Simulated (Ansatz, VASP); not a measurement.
AlCu3 in VASP and in Ansatz

```
CELL_PARAMETERS angstrom
3.52909 0.00000 0.00000
0.00000 3.52909 0.00000
0.00000 0.00000 3.52909
ATOMIC_POSITIONS crystal
Al 0.00000 0.00000 0.00000
Cu 0.50000 0.48930 0.00000
Cu 0.50000 0.00000 0.50000
Cu 0.00000 0.51070 0.50000
```

Change from the starting cell: mode 5 frozen in at -0.038 Å, equal normal strain along x, y and z -0.0167.

Alike in both runs: task single point; functional LDA; k mesh 12 × 12 × 12; occupations gaussian, width 0.15 eV; no spin polarisation.

```csv
,VASP,Ansatz
version,VASP 6.6.1,Ansatz 0.2.0
potentials or method,"VASP PAW LDA potentials, release 64 (Al, Cu), cutoff 520 eV","scalar-relativistic, plane waves, PAW"
valence electrons in the cell,36,60
```

```csv
,VASP,Ansatz,Ansatz less VASP
gap on the k mesh at the Fermi level (eV),none,none,-
pressure (GPa),10.4,9.6,-0.74
rms of the force components (eV/Å),0.127,0.126,-0.0013
```

Ansatz warns that its potentials were made for another functional, while VASP's fit it. LDA's correlation is that of Perdew and Zunger in VASP and of Perdew and Wang (1992) in Ansatz. Atom by atom the forces differ by 0.001 eV/Å (rms over components). A gap of «none» marks a metal or a gap that the smearing closes. VASP's potentials hold 36 valence electrons a cell and Ansatz's 60, so a difference there can come from the potentials and not from the codes.
